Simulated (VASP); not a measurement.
# LiSi16 (a cell with a defect) in VASP: relaxation of the atoms with PBE

Aim: the relaxation of the atoms of LiSi16 (a cell with a defect) with PBE.

All numbers are computed with VASP 6.6.1; they aren't measurements. Logs are shortened: lines on timing, memory, paths and dates and some standing lists are left out, and cuts for length are marked.

**1. The cell of the first run**

The cell holds a defect, 17 atoms: a = 7.679 Å, b = 7.679 Å, c = 7.679 Å, α = 60.00°, β = 60.00°, γ = 60.00°.

**2. Relaxation of the atoms, PBE**

INCAR

```
SYSTEM = LiSi16
ALGO = Normal
EDIFF = 1E-6
EDIFFG = -0.03
ENCUT = 520
GGA = PE
IBRION = 2
ISIF = 2
ISMEAR = -1
LASPH = .True.
LCHARG = .False.
LREAL = Auto
LWAVE = .False.
NELECT = 66.0
NELM = 80
NSW = 80
PREC = Accurate
SIGMA = 0.05
```

KPOINTS

```
k-points
0
Gamma
  2 2 2
  0 0 0
```

POSCAR

```
LiSi16
1.0
    0.0000000000      5.4300000000      5.4300000000
    5.4300000000      0.0000000000      5.4300000000
    5.4300000000      5.4300000000      0.0000000000
Si Li
16 1
Direct
    0.0000000000      0.0000000000      0.0000000000
    0.1250000000      0.1250000000      0.1250000000
    0.0000000000      0.0000000000      0.5000000000
    0.1250000000      0.1250000000      0.6250000000
    0.0000000000      0.5000000000      0.0000000000
    0.1250000000      0.6250000000      0.1250000000
    0.0000000000      0.5000000000      0.5000000000
    0.1250000000      0.6250000000      0.6250000000
    0.5000000000      0.0000000000      0.0000000000
    0.6250000000      0.1250000000      0.1250000000
    0.5000000000      0.0000000000      0.5000000000
    0.6250000000      0.1250000000      0.6250000000
    0.5000000000      0.5000000000      0.0000000000
    0.6250000000      0.6250000000      0.1250000000
    0.5000000000      0.5000000000      0.5000000000
    0.6250000000      0.6250000000      0.6250000000
    0.2402269700      1.2540649800      0.2521030400
```

Potentials or basis: VASP PAW PBE potentials, release 64 (Si, Li_sv).

Started as:

```
> cat potpaw_PBE.64/Si/POTCAR potpaw_PBE.64/Li_sv/POTCAR > POTCAR
> mpirun -np 1 vasp_std > vasp.out
```

OUTCAR:

```text
SYSTEM = LiSi16
   EDIFF = 1E-6
   EDIFFG = -0.03
   ENCUT = 520
   GGA = PE
   IBRION = 2
   ISIF = 2
   ISMEAR = -1
   LASPH = .True.
   LREAL = Auto
   NELECT = 66.0
   NELM = 80
   NSW = 80
   PREC = Accurate

 ion  position               nearest neighbor table
   1  0.000  0.000  0.000-   2 2.35   4 2.35   6 2.35  10 2.35
   2  0.125  0.125  0.125-  17 2.33   3 2.35   5 2.35   9 2.35   1 2.35
   3  0.000  0.000  0.500-   2 2.35   4 2.35   8 2.35  12 2.35  17 2.68
   4  0.125  0.125  0.625-  17 2.34   3 2.35   7 2.35  11 2.35   1 2.35
   5  0.000  0.500  0.000-   2 2.35   6 2.35   8 2.35  14 2.35  17 2.67
   6  0.125  0.625  0.125-  17 2.33   5 2.35   7 2.35  13 2.35   1 2.35
   7  0.000  0.500  0.500-   4 2.35   6 2.35   8 2.35  16 2.35  17 2.68
   8  0.125  0.625  0.625-   3 2.35   5 2.35   7 2.35  15 2.35
   9  0.500  0.000  0.000-   2 2.35  10 2.35  12 2.35  14 2.35  17 2.75
  10  0.625  0.125  0.125-   1 2.35   9 2.35  11 2.35  13 2.35  17 2.41
  11  0.500  0.000  0.500-   4 2.35  10 2.35  12 2.35  16 2.35  17 2.76
  12  0.625  0.125  0.625-   3 2.35   9 2.35  11 2.35  15 2.35
  13  0.500  0.500  0.000-   6 2.35  10 2.35  14 2.35  16 2.35  17 2.75
  14  0.625  0.625  0.125-   5 2.35   9 2.35  13 2.35  15 2.35
  15  0.500  0.500  0.500-   8 2.35  12 2.35  14 2.35  16 2.35
  16  0.625  0.625  0.625-   7 2.35  11 2.35  13 2.35  15 2.35
  17  0.240  0.254  0.252-   6 2.33   2 2.33   4 2.34  10 2.41   5 2.67   7 2.68   3 2.68  13 2.75
                             9 2.75  11 2.76

  LATTYP: Found a face centered cubic cell.
 ALAT       =    10.8600000000

  Lattice vectors:

 A1 = (   0.0000000000,   5.4300000000,   5.4300000000)
 A2 = (   5.4300000000,   0.0000000000,   5.4300000000)
 A3 = (   5.4300000000,   5.4300000000,   0.0000000000)

Analysis of symmetry for initial positions (statically):
=====================================================================
 Subroutine PRICEL returns:
 Original cell was already a primitive cell.

 Routine SETGRP: Setting up the symmetry group for a
 face centered cubic supercell.

 Subroutine GETGRP returns: Found  1 space group operations
 (whereof  1 operations were pure point group operations)
 out of a pool of 48 trial point group operations.

The static configuration has the point symmetry C_1 .

Analysis of symmetry for dynamics (positions and initial velocities):
=====================================================================
 Subroutine PRICEL returns:
 Original cell was already a primitive cell.

 Routine SETGRP: Setting up the symmetry group for a
 face centered cubic supercell.

 Subroutine GETGRP returns: Found  1 space group operations
 (whereof  1 operations were pure point group operations)
 out of a pool of 48 trial point group operations.

The dynamic configuration has the point symmetry C_1 .

 Subroutine INISYM returns: Found  1 space group operations
 (whereof  1 operations are pure point group operations),
 and found     1 'primitive' translations

----------------------------------------------------------------------------------------

                                     Primitive cell

  volume of cell :     320.2060

  direct lattice vectors                    reciprocal lattice vectors
     0.000000000  5.430000000  5.430000000    -0.092081031  0.092081031  0.092081031
     5.430000000  0.000000000  5.430000000     0.092081031 -0.092081031  0.092081031
     5.430000000  5.430000000  0.000000000     0.092081031  0.092081031 -0.092081031

  length of vectors
     7.679179644  7.679179644  7.679179644     0.159489025  0.159489025  0.159489025

  position of ions in fractional coordinates (direct lattice)
     0.000000000  0.000000000  0.000000000
     0.125000000  0.125000000  0.125000000
     0.000000000  0.000000000  0.500000000
     0.125000000  0.125000000  0.625000000
     0.000000000  0.500000000  0.000000000
     0.125000000  0.625000000  0.125000000
[... 9 lines left out ...]
     0.625000000  0.625000000  0.625000000
     0.240226970  0.254064980  0.252103040

  ion indices of the primitive-cell ions
   primitive index   ion index
                 1           1
                 2           2
                 3           3
                 4           4
                 5           5
                 6           6
[... 9 lines left out ...]
                16          16
                17          17

----------------------------------------------------------------------------------------

 KPOINTS: k-points

Automatic generation of k-mesh.
 Grid dimensions read from file:
 generate k-points for:    2    2    2

 Generating k-lattice:

  Cartesian coordinates                     Fractional coordinates (reciprocal lattice)
    -0.046040516  0.046040516  0.046040516     0.500000000  0.000000000  0.000000000
     0.046040516 -0.046040516  0.046040516     0.000000000  0.500000000  0.000000000
     0.046040516  0.046040516 -0.046040516     0.000000000  0.000000000  0.500000000

  Length of vectors
     0.079744512  0.079744512  0.079744512

  Shift w.r.t. Gamma in fractional coordinates (k-lattice)
     0.000000000  0.000000000  0.000000000

 Subroutine IBZKPT returns following result:
 ===========================================

 Found      8 irreducible k-points:

 Following reciprocal coordinates:
            Coordinates               Weight
  0.000000  0.000000  0.000000      1.000000
  0.500000  0.000000  0.000000      1.000000
  0.000000  0.500000  0.000000      1.000000
  0.000000  0.000000  0.500000      1.000000
  0.500000  0.500000  0.500000      1.000000
  0.500000  0.500000  0.000000      1.000000
  0.000000  0.500000  0.500000      1.000000
  0.500000  0.000000  0.500000      1.000000
   k-points           NKPTS =      8   k-points in BZ     NKDIM =      8   number of bands    NBANDS=     42
   number of dos      NEDOS =    301   number of ions     NIONS =     17
   total plane-waves  NPLWV = 216000
   dimension x,y,z NGX =    60 NGY =   60 NGZ =   60
   dimension x,y,z NGXF=   120 NGYF=  120 NGZF=  120
   ions per type =              16   1
   NGX,Y,Z   is equivalent  to a cutoff of  12.99, 12.99, 12.99 a.u.
   NGXF,Y,Z  is equivalent  to a cutoff of  25.98, 25.98, 25.98 a.u.
 SYSTEM =  LiSi16
   PREC   = accura    normal or accurate (medium, high low for compatibility)
   ISTART =      0    job   : 0-new  1-cont  2-samecut
   ICHARG =      2    charge: 1-file 2-atom 10-const
   ISPIN  =      1    spin polarized calculation?
   LNONCOLLINEAR =      F non collinear calculations
   LSORBIT =      F    spin-orbit coupling
   LASPH  =      T    aspherical Exc in radial PAW
   ENCUT  =  520.0 eV  38.22 Ry    6.18 a.u.  14.28 14.28 14.28*2*pi/ulx,y,z
   NELM   =     80;   NELMIN=  2; NELMDL= -5     # of ELM steps
   EDIFF  = 0.1E-05   stopping-criterion for ELM
   LREAL  =      T    real-space projection
   EDIFFG = -.3E-01   stopping-criterion for IOM
   NSW    =     80    number of steps for IOM
   IBRION =      2    ionic relax: 0-MD 1-quasi-New 2-CG
   NFREE  =      1    steps in history (QN), initial steepest desc. (CG)
   ISIF   =      2    stress and relaxation
   ISYM   =      2    0-nonsym 1-usesym 2-fastsym
   POTIM  = 0.5000    time-step for ionic-motion
   TEBEG  =    0.0;   TEEND  =   0.0 temperature during run
   PSTRESS=    0.0 pullay stress
   NELECT =      66.0000    total number of electrons
   NUPDOWN=      -1.0000    fix difference up-down
   EMIN   =  10.00;   EMAX   =-10.00  energy-range for DOS
   EFERMI =   0.00;   METHOD = LEGACY
   ISMEAR =    -1;   SIGMA  =   0.05  broadening in eV -4-tet -1-fermi 0-gaus
   EFERMI_NEDOS =   21; number of points for ismear=-14 and -15
   IALGO  =     38    algorithm
   IMIX   =      4    mixing-type and parameters
     AMIX     =   0.40;   BMIX     =  1.00
     AMIX_MAG =   1.60;   BMIX_MAG =  1.00
  volume/ion in A,a.u.               =      18.84       127.11
  Fermi-wavevector in a.u.,A,eV,Ry     =   0.967044  1.827449 12.723821  0.935174
  Thomas-Fermi vector in A             =   2.096897
   LORBIT       =      0    0 simple, 1 ext, 2 COOP (PROOUT), +10 PAW based schemes
   GGA     = PE    functional components
   LHFCALC =     F    Hartree Fock is set to
   AEXX    =    0.0000 exact exchange contribution
   IVDW    =     0    specifies the selected vdW correction
   LEPSILON=     F    determine dielectric tensor
   LRPA    =     F    only Hartree local field effects (RPA)
 conjugate gradient relaxation of ions
 non-spin polarized calculation
  energy-cutoff  :      520.00
  volume of cell :      320.21
 maximum number of plane-waves:      8646
 NGX is ok and might be reduce to    60
   NGX = 29   NGY = 29   NGZ = 29

--------------------------------------- Ionic step        1  -------------------------------------------

 number of electron      66.0000004 magnetization

 Free energy of the ion-electron system (eV)
  ---------------------------------------------------
  ext. energy  EPLUGINS =         0.00000000
  ---------------------------------------------------
  free energy    TOTEN  =       -93.39548581 eV

  energy without entropy =      -93.39463785  energy(sigma->0) =      -93.39506183

------------------------ aborting loop because EDIFF is reached ----------------------------------------

  FORCE on cell =-STRESS in cart. coord.  units (eV):
  Direction    XX          YY          ZZ          XY          YZ          ZX
  --------------------------------------------------------------------------------------
  -------------------------------------------------------------------------------------
  Total       -1.0069463     -1.0045031     -1.0082693      0.1726635     -0.1882225      0.2391019
  in kB       -5.0383394     -5.0261143     -5.0449588      0.8639361     -0.9417869      1.1963661
  external PRESSURE =      -5.0364708 kB  Pullay stress =       0.0000000 kB

 VOLUME and BASIS-vectors are now :
 -----------------------------------------------------------------------------
  energy-cutoff  :      520.00
  volume of cell :      320.21
      direct lattice vectors                 reciprocal lattice vectors
     0.000000000  5.430000000  5.430000000    -0.092081031  0.092081031  0.092081031
     5.430000000  0.000000000  5.430000000     0.092081031 -0.092081031  0.092081031
     5.430000000  5.430000000  0.000000000     0.092081031  0.092081031 -0.092081031
[... 324 lines left out ...]
      6.77925      6.77793      6.77808         0.000777      0.010657      0.008469
      2.72752      2.69979      2.70330        -0.022486      0.024828      0.021048
 -----------------------------------------------------------------------------------
    total drift:                               -0.000246     -0.002693      0.002296

  FREE ENERGIE OF THE ION-ELECTRON SYSTEM (eV)
  ---------------------------------------------------
  free  energy   TOTEN  =       -93.5133152050 eV

  energy  without entropy=      -93.5123437935  energy(sigma->0) =      -93.51282950

--------------------------------------- Ionic step        8  -------------------------------------------

 number of electron      65.9999999 magnetization

 Free energy of the ion-electron system (eV)
  ---------------------------------------------------
  ext. energy  EPLUGINS =         0.00000000
  ---------------------------------------------------
  free energy    TOTEN  =       -93.51395279 eV

  energy without entropy =      -93.51296815  energy(sigma->0) =      -93.51346047

 E-fermi :   6.3586     XC(G=0):  -9.4410

 val. band max:        6.0418300925   @ k =   0.0000   0.0000   0.0000
 cond. band min:       6.6827213423   @ k =   0.0000   0.0000   0.0000
 fundamental gap:      0.6408912498
 Fermi energy:         6.3586488320

 k-point     1 :       0.0000    0.0000    0.0000
  band No.  band energies     occupation
      1     -40.3793      2.00000
      2      -5.9234      2.00000
      3      -3.6732      2.00000
      4      -3.6111      2.00000
      5      -3.6111      2.00000
      6      -3.6110      2.00000
[... 375 lines left out ...]
      8.14477      8.14446     10.83755        -0.000941      0.000759      0.004415
      4.09988      4.09701      1.33024         0.000426     -0.006609     -0.000488
      8.14526     10.83725      8.14500        -0.000939      0.004360      0.000779
      4.10101      1.32863      4.09863        -0.003185      0.002585     -0.009148
[... 9 lines left out ...]
      6.77912      6.77851      6.77853         0.005516     -0.000231      0.000422
      2.72275      2.70556      2.70773        -0.007089      0.006861      0.007334
 -----------------------------------------------------------------------------------
    total drift:                               -0.002702      0.000332      0.003555

  FREE ENERGIE OF THE ION-ELECTRON SYSTEM (eV)
  ---------------------------------------------------
  free  energy   TOTEN  =       -93.5139527866 eV

  energy  without entropy=      -93.5129681537  energy(sigma->0) =      -93.51346047

 reached required accuracy - stopping structural energy minimisation
```

Run time: 12 min. Hardware: 1 thread of Intel Xeon Platinum 8259CL at 2.50GHz (Skylake/Cascade Lake), shared host; peak memory 0.54 GiB.

Results:

```yaml
Free_energy: -93.5140 eV
Energy_gained_by_relaxing: 7.0 meV/atom
Ionic_steps: 8
Largest_force_after_relaxing: 0.023 eV/Å
```

Forces in eV/Å, atoms in the order of the input:
```
Si  -0.001  0.001  0.001
Si   0.009  0.002  0.002
Si  -0.001  0.001  0.004
Si   0.000 -0.007  0.000
Si  -0.001  0.004  0.001
Si  -0.003  0.003 -0.009
Si  -0.004  0.000  0.001
Si   0.006 -0.006 -0.005
Si   0.006 -0.002 -0.002
Si  -0.013  0.013  0.013
Si   0.002 -0.007 -0.002
Si   0.000  0.000 -0.006
Si   0.002 -0.002 -0.005
Si   0.000 -0.006  0.000
Si   0.001  0.000 -0.001
Si   0.006  0.000  0.000
Li  -0.007  0.007  0.007
```

The path:
| step | energy change (eV) | largest force (eV/Å) | pressure (GPa) |
| --- | --- | --- | --- |
| 1 | 0.0000 | 1.0141 | -0.50 |
| 2 | -0.1136 | 0.1497 | -0.58 |
| 3 | -0.1137 | 0.1465 | -0.58 |
| 4 | -0.1163 | 0.1261 | -0.58 |
| 5 | -0.1166 | 0.1161 | -0.58 |
| 6 | -0.1176 | 0.0689 | -0.58 |
| 7 | -0.1178 | 0.0806 | -0.58 |
| 8 | -0.1185 | 0.0230 | -0.58 |

Final structure:
```
CELL_PARAMETERS angstrom
0.00000 5.43000 5.43000
5.43000 0.00000 5.43000
5.43000 5.43000 0.00000
ATOMIC_POSITIONS crystal
Si 0.99816 0.00077 0.00039
Si 0.12215 0.12267 0.12258
Si 0.99790 0.99796 0.50200
Si 0.12223 0.12275 0.63229
Si 0.99788 0.50212 0.99793
Si 0.12212 0.63269 0.12256
Si 0.99790 0.50217 0.50198
Si 0.12765 0.62413 0.62410
Si 0.50133 0.99808 0.99807
Si 0.62998 0.12337 0.12330
Si 0.50139 0.99808 0.50244
Si 0.62412 0.12742 0.62423
Si 0.50131 0.50253 0.99808
Si 0.62410 0.62423 0.12745
Si 0.50014 0.49995 0.49997
Si 0.62412 0.62423 0.62423
Li 0.24775 0.25091 0.25051
```

Caveat: the k points lie up to 0.50 Å⁻¹ apart; the cell carries a net charge on a neutralising background, which shifts energy and pressure; the cell is charged against a uniform background, so pressure and absolute levels hang on convention; the cutoff is under 1.25 times the usual one of these potentials, so pressure, stress and relaxed cells hold a basis-set (Pulay) error.
